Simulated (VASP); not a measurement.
Wanted: the native input for a VASP 6.6.1 run.

| Item | Value |
| --- | --- |
| Task | single point |
| Functional | PBE |
| Potentials or basis | VASP PAW PBE potentials, release 64 (Ge_d, Se, Pb_d) |
| Cutoff | 520 eV |
| k mesh | 6 × 6 × 4 |
| Occupations | fermi-dirac, width 0.02 eV |
| Spin | no spin polarisation |
| Dipole correction | no |
| Further INCAR settings | ALGO = Normal; EDIFF = 1e-06; NBANDS = 28 |

The structure of GePbSe2 lies in POSCAR:

```
GePbSe2
1.0
    4.2206609041      0.0000000000      0.0000000000
    0.0000000000      4.2206609041      0.0000000000
    0.0000000000      0.0000000000      5.9852667968
Ge Se Pb
1 2 1
Direct
    0.0000000000      0.0000000000      0.0000000000
    0.0000000000      0.0000000000      0.5000000000
    0.5000000000      0.5000000000      0.0000000000
    0.5000000000      0.5000000000      0.5000000000
```

These files were run (other wordings do the same):

INCAR

```
SYSTEM = GePbSe2
PREC = Accurate
ENCUT = 520
EDIFF = 1E-6
ISMEAR = -1
SIGMA = 0.02
LREAL = .FALSE.
LASPH = .TRUE.
NELM = 100
ALGO = Normal
ISIF = 2
LWAVE = .FALSE.
LCHARG = .FALSE.
GGA = PE
NBANDS = 28
```

KPOINTS

```
Automatic mesh
0
G
  6 6 4
  0 0 0
```

Potentials or basis: VASP PAW PBE potentials, release 64 (Ge_d, Se, Pb_d).

The run is started by

```console
$ cat potpaw_PBE.64/Ge_d/POTCAR potpaw_PBE.64/Se/POTCAR potpaw_PBE.64/Pb_d/POTCAR > POTCAR
$ mpirun -np 1 vasp_std > vasp.out
```

It gave:

* Pressure: 0.0 GPa
* Band gap on the k mesh: 0.09 eV, direct

Caveat: spin-orbit coupling is left out, which moves the levels of the heavy elements.

Wall time 50 s on 1 thread of Intel(R) Xeon(R) Platinum 8488C (Sapphire Rapids), with other jobs on the host, peak memory 0.27 GiB.
